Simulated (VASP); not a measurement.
# SiSn2 (Fm-3m) in VASP: a series of runs

The runs below take SiSn2 through single point, with r2SCAN.

Program: VASP 6.6.1. These are calculated values, not measurements. Logs are shortened: lines on timing, memory, paths and dates and some standing lists are left out, and cuts for length are marked.

## Step 1: The cell of the first run

It takes space group Fm-3m (No. 225, cubic). Conventional cell: a = 6.380 Å, b = 6.380 Å, c = 6.380 Å, α = 90.00°, β = 90.00°, γ = 90.00°. Within 3.6 Å of Si (site symmetry m-3m) lie 8 Sn at 2.76 Å. Sn (site symmetry -43m) has 4 Si at 2.76 Å and 6 Sn at 3.19 Å within 3.6 Å.

## Step 2: Single point, r2SCAN

Input file POSCAR:

```
SiSn2
1.0
    0.0000000000      3.1901399512      3.1901399512
    3.1901399512      0.0000000000      3.1901399512
    3.1901399512      3.1901399512      0.0000000000
Si Sn
1 2
Direct
    0.0000000000      0.0000000000      0.0000000000
    0.2500000000      0.2500000000      0.2500000000
    0.7500000000      0.7500000000      0.7500000000
```

Input file INCAR.step1:

```
PREC = Accurate ; ENCUT = 520
ISMEAR = 0 ; SIGMA = 0.1
LREAL = F ; LASPH = T
NELM = 60 ; NBANDS = 23
GGA = PE ; ALGO = Normal
EDIFF = 1E-4 ; LWAVE = T
LCHARG = F
```

Input file INCAR.step2:

```
PREC = Accurate ; ENCUT = 520
EDIFF = 1E-6 ; ISMEAR = 0
SIGMA = 0.1 ; LREAL = F
LASPH = T ; NELM = 60
ALGO = Normal ; ISIF = 2
LWAVE = F ; LCHARG = F
METAGGA = R2SCAN ; LMIXTAU = T
NBANDS = 23 ; ISTART = 1
```

Input file KPOINTS:

```
regular mesh
0
Gamma
  6 6 6
```

Potentials or basis: VASP PAW PBE potentials, release 64 (Si, Sn_d).

On the command line:

```bash
$ cat potpaw_PBE.64/Si/POTCAR potpaw_PBE.64/Sn_d/POTCAR > POTCAR
$ cp INCAR.step1 INCAR
$ mpirun -np 1 vasp_std > vasp.out
$ cp INCAR.step2 INCAR
$ mpirun -np 1 vasp_std > vasp.out
```

OUTCAR:

```text
PREC = Accurate
   ENCUT = 520
   EDIFF = 1E-6
   ISMEAR = 0
   LREAL = F
   LASPH = T
   NELM = 60
   ISIF = 2
   METAGGA = R2SCAN
   ISTART = 1

 ion  position               nearest neighbor table
   1  0.000  0.000  0.000-   2 2.76   3 2.76   3 2.76   3 2.76   3 2.76   2 2.76   2 2.76   2 2.76

   2  0.250  0.250  0.250-   1 2.76   1 2.76   1 2.76   1 2.76   3 3.19   3 3.19   3 3.19   3 3.19
                             3 3.19   3 3.19
   3  0.750  0.750  0.750-   1 2.76   1 2.76   1 2.76   1 2.76   2 3.19   2 3.19   2 3.19   2 3.19
                             2 3.19   2 3.19

  LATTYP: Found a face centered cubic cell.
 ALAT       =     6.3802799024

  Lattice vectors:

 A1 = (   0.0000000000,   3.1901399512,   3.1901399512)
 A2 = (   3.1901399512,   0.0000000000,   3.1901399512)
 A3 = (   3.1901399512,   3.1901399512,   0.0000000000)

Analysis of symmetry for initial positions (statically):
=====================================================================
 Subroutine PRICEL returns:
 Original cell was already a primitive cell.

 Routine SETGRP: Setting up the symmetry group for a
 face centered cubic supercell.

 Subroutine GETGRP returns: Found 48 space group operations
 (whereof 48 operations were pure point group operations)
 out of a pool of 48 trial point group operations.

The static configuration has the point symmetry O_h .

Analysis of symmetry for dynamics (positions and initial velocities):
=====================================================================
 Subroutine PRICEL returns:
 Original cell was already a primitive cell.

 Routine SETGRP: Setting up the symmetry group for a
 face centered cubic supercell.

 Subroutine GETGRP returns: Found 48 space group operations
 (whereof 48 operations were pure point group operations)
 out of a pool of 48 trial point group operations.

The dynamic configuration has the point symmetry O_h .

 Subroutine INISYM returns: Found 48 space group operations
 (whereof 48 operations are pure point group operations),
 and found     1 'primitive' translations

----------------------------------------------------------------------------------------

                                     Primitive cell

  volume of cell :      64.9321

[... 75 lines left out ...]
   ISPIN  =      1    spin polarized calculation?
   LNONCOLLINEAR =      F non collinear calculations
   LSORBIT =      F    spin-orbit coupling
   LASPH  =      T    aspherical Exc in radial PAW
   ENCUT  =  520.0 eV  38.22 Ry    6.18 a.u.   8.39  8.39  8.39*2*pi/ulx,y,z
   NELM   =     60;   NELMIN=  2; NELMDL=  0     # of ELM steps
   EDIFF  = 0.1E-05   stopping-criterion for ELM
   LREAL  =      F    real-space projection
   EDIFFG = 0.1E-04   stopping-criterion for IOM
   NSW    =      0    number of steps for IOM
   IBRION =     -1    ionic relax: 0-MD 1-quasi-New 2-CG
   NFREE  =      0    steps in history (QN), initial steepest desc. (CG)
   ISIF   =      2    stress and relaxation
   ISYM   =      2    0-nonsym 1-usesym 2-fastsym
   POTIM  = 0.5000    time-step for ionic-motion
   TEBEG  =    0.0;   TEEND  =   0.0 temperature during run
   PSTRESS=    0.0 pullay stress
   NELECT =      32.0000    total number of electrons
   NUPDOWN=      -1.0000    fix difference up-down
   EMIN   =  10.00;   EMAX   =-10.00  energy-range for DOS
   EFERMI =   0.00;   METHOD = LEGACY
   ISMEAR =     0;   SIGMA  =   0.10  broadening in eV -4-tet -1-fermi 0-gaus
   EFERMI_NEDOS =   21; number of points for ismear=-14 and -15
   IALGO  =     38    algorithm
   IMIX   =      4    mixing-type and parameters
     AMIX     =   0.40;   BMIX     =  1.00
     AMIX_MAG =   1.60;   BMIX_MAG =  1.00
  volume/ion in A,a.u.               =      21.64       146.06
  Fermi-wavevector in a.u.,A,eV,Ry     =   1.293119  2.443640 22.751066  1.672156
  Thomas-Fermi vector in A             =   2.424784
   LORBIT       =      0    0 simple, 1 ext, 2 COOP (PROOUT), +10 PAW based schemes
   METAGGA = R2SCAN    functional components
   LHFCALC =     F    Hartree Fock is set to
   AEXX    =    0.0000 exact exchange contribution
   IVDW    =     0    specifies the selected vdW correction
   LEPSILON=     F    determine dielectric tensor
   LRPA    =     F    only Hartree local field effects (RPA)
 non-spin polarized calculation
 Gauss-broadening in eV      SIGMA  =   0.10
  energy-cutoff  :      520.00
  volume of cell :       64.93
 maximum number of plane-waves:      1807
 NGX is ok and might be reduce to    36
   NGX = 17   NGY = 17   NGZ = 17

 number of electron      32.0000006 magnetization

 Free energy of the ion-electron system (eV)
  ---------------------------------------------------
  ext. energy  EPLUGINS =         0.00000000
  ---------------------------------------------------
  free energy    TOTEN  =       -56.40478358 eV

  energy without entropy =      -56.39601692  energy(sigma->0) =      -56.40040025

 E-fermi :   9.1475     XC(G=0): -11.5003

 val. band max:        9.1459346568   @ k =   0.3333   0.1667   0.0000
 cond. band min:       9.2731647984   @ k =  -0.3333   0.5000   0.1667
 fundamental gap:      0.1272301417
 Fermi energy:         9.1475019181

 k-point     1 :       0.0000    0.0000    0.0000
  band No.  band energies     occupation
      1     -13.1564      2.00000
      2     -13.1564      2.00000
      3     -13.0646      2.00000
      4     -13.0646      2.00000
      5     -13.0646      2.00000
      6     -12.8672      2.00000
[... 405 lines left out ...]
     22      16.9038      0.00000
     23      17.6187      0.00000

------------------------ aborting loop because EDIFF is reached ----------------------------------------

  FORCE on cell =-STRESS in cart. coord.  units (eV):
  Direction    XX          YY          ZZ          XY          YZ          ZX
  --------------------------------------------------------------------------------------
  -------------------------------------------------------------------------------------
  Total        5.6867912      5.6867912      5.6867912     -0.0000000      0.0000000      0.0000000
  in kB      140.3197034    140.3197034    140.3197034     -0.0000000      0.0000000      0.0000000
  external PRESSURE =     140.3197034 kB  Pullay stress =       0.0000000 kB

 VOLUME and BASIS-vectors are now :
 -----------------------------------------------------------------------------
  energy-cutoff  :      520.00
  volume of cell :       64.93
      direct lattice vectors                 reciprocal lattice vectors
     0.000000000  3.190139951  3.190139951    -0.156732936  0.156732936  0.156732936
     3.190139951  0.000000000  3.190139951     0.156732936 -0.156732936  0.156732936
     3.190139951  3.190139951  0.000000000     0.156732936  0.156732936 -0.156732936

 POSITION                                       TOTAL-FORCE (eV/Angst)
 -----------------------------------------------------------------------------------
      0.00000      0.00000      0.00000         0.000000     -0.000000      0.000000
      1.59507      1.59507      1.59507         0.000000      0.000000      0.000000
      4.78521      4.78521      4.78521        -0.000000     -0.000000     -0.000000
 -----------------------------------------------------------------------------------
    total drift:                                0.000000      0.000000      0.000000

  FREE ENERGIE OF THE ION-ELECTRON SYSTEM (eV)
  ---------------------------------------------------
  free  energy   TOTEN  =       -56.4047835831 eV

  energy  without entropy=      -56.3960169198  energy(sigma->0) =      -56.40040025
```

OSZICAR.step1:

```text
N       E                     dE             d eps       ncg     rms          rms(c)
DAV:   1     0.258577074698E+03    0.25858E+03   -0.15989E+04   750   0.205E+03
DAV:   2     0.158933811653E+02   -0.24268E+03   -0.23425E+03   750   0.480E+02
DAV:   3    -0.109565874191E+02   -0.26850E+02   -0.26231E+02   869   0.140E+02
DAV:   4    -0.117885995008E+02   -0.83201E+00   -0.83124E+00   855   0.268E+01
DAV:   5    -0.118177292821E+02   -0.29130E-01   -0.29129E-01  1081   0.497E+00    0.423E+00
DAV:   6    -0.116238960263E+02    0.19383E+00   -0.20278E-01   974   0.434E+00    0.242E+00
DAV:   7    -0.115869207216E+02    0.36975E-01   -0.95299E-02  1011   0.215E+00    0.682E-01
DAV:   8    -0.115833666440E+02    0.35541E-02   -0.12479E-02   902   0.934E-01    0.109E-01
DAV:   9    -0.115833347043E+02    0.31940E-04   -0.10402E-03   965   0.333E-01    0.721E-02
DAV:  10    -0.115833520675E+02   -0.17363E-04   -0.10834E-04   593   0.719E-02
   1 F= -.11583352E+02 E0= -.11578756E+02  d E =-.919310E-02
```

It took 47 s on 1 thread of Intel Xeon 6975P-C (Granite Rapids), shared host; peak memory 0.21 GiB.

What came out:

| Item | Value |
| --- | --- |
| Free energy | -56.4048 eV |
| Pressure | 14.0 GPa |
| Band gap on the k mesh | zero (band 16 reaches 10.67 eV, above the bottom of band 17 at 7.84 eV) |

Levels at points of the mesh, in eV from the Fermi level:
```csv
k point,band 12,band 13,band 14,band 15,band 16,band 17,band 18,band 19,band 20,band 21
"(0.00, 0.00, 0.00)",-2.25,-1.61,-1.61,-1.61,-1.31,-1.31,-1.31,-1.26,4.55,4.55
"(0.50, 0.00, 0.00)",-9.57,-3.76,-3.00,-3.00,-0.54,-0.54,1.21,5.59,6.03,6.03
"(0.50, 0.50, 0.00)",-9.45,-6.00,-5.10,-5.10,-1.42,5.07,5.07,5.56,6.37,6.37
```

Caveat: the PAW data sets were made with another functional, which shifts forces and pressure a little; spin-orbit coupling is left out, which moves the levels of the heavy elements.

## Step 3: Single point, r2SCAN

This run uses another cell than the first one, of 25.92 Å³/atom, 1.197 times its volume.

Input file POSCAR:

```
SiSn2
1.0
    0.0000000000      3.3875625219      3.3875625219
    3.3875625219      0.0000000000      3.3875625219
    3.3875625219      3.3875625219      0.0000000000
Si Sn
1 2
Direct
    0.0000000000      0.0000000000      0.0000000000
    0.2500000000      0.2500000000      0.2500000000
    0.7500000000      0.7500000000      0.7500000000
```

Input file INCAR.step1:

```
  PREC = Accurate
  ENCUT = 520
  ISMEAR = 0
  SIGMA = 0.1
  LREAL = False
  LASPH = True
  NELM = 60
  NBANDS = 23
  GGA = PE
  ALGO = Normal
  EDIFF = 1E-4
  LWAVE = True
  LCHARG = False
```

Input file INCAR.step2:

```
  PREC = Accurate
  ENCUT = 520
  EDIFF = 1E-6
  ISMEAR = 0
  SIGMA = 0.1
  LREAL = False
  LASPH = True
  NELM = 60
  ALGO = Normal
  ISIF = 2
  LWAVE = False
  LCHARG = False
  METAGGA = R2SCAN
  LMIXTAU = True
  NBANDS = 23
  ISTART = 1
```

Input file KPOINTS:

```
Automatic mesh
0
Gamma
  6 6 6
```

Potentials or basis: VASP PAW PBE potentials, release 64 (Si, Sn_d).

On the command line:

```bash
$ cat potpaw_PBE.64/Si/POTCAR potpaw_PBE.64/Sn_d/POTCAR > POTCAR
$ cp INCAR.step1 INCAR
$ mpirun -np 1 vasp_std > vasp.out
$ cp INCAR.step2 INCAR
$ mpirun -np 1 vasp_std > vasp.out
```

Wall time 40 s (1 thread of Intel Xeon 6975P-C (Granite Rapids), shared host); peak memory 0.21 GiB.

Results (log left out):

| Quantity | Value |
| --- | --- |
| Free energy | -56.8774 eV |
| Pressure | 0.0 GPa |
| Band gap on the k mesh | zero (band 16 reaches 7.98 eV, above the bottom of band 17 at 5.92 eV) |

Levels at points of the mesh, in eV from the Fermi level:
```
           k point  band 13  band 14  band 15  band 16  band 17  band 18  band 19  band 20
(0.00, 0.00, 0.00)    -2.10    -1.09    -1.09    -1.09    -0.93    -0.93    -0.93     4.33
(0.50, 0.00, 0.00)    -4.08    -2.39    -2.39    -0.12    -0.12     0.80     4.95     5.07
(0.50, 0.50, 0.00)    -5.86    -4.12    -4.12    -1.00     4.41     4.58     4.58     5.66
```

Caveat: the PAW data sets were made with another functional, which shifts forces and pressure a little; spin-orbit coupling is left out, which moves the levels of the heavy elements.
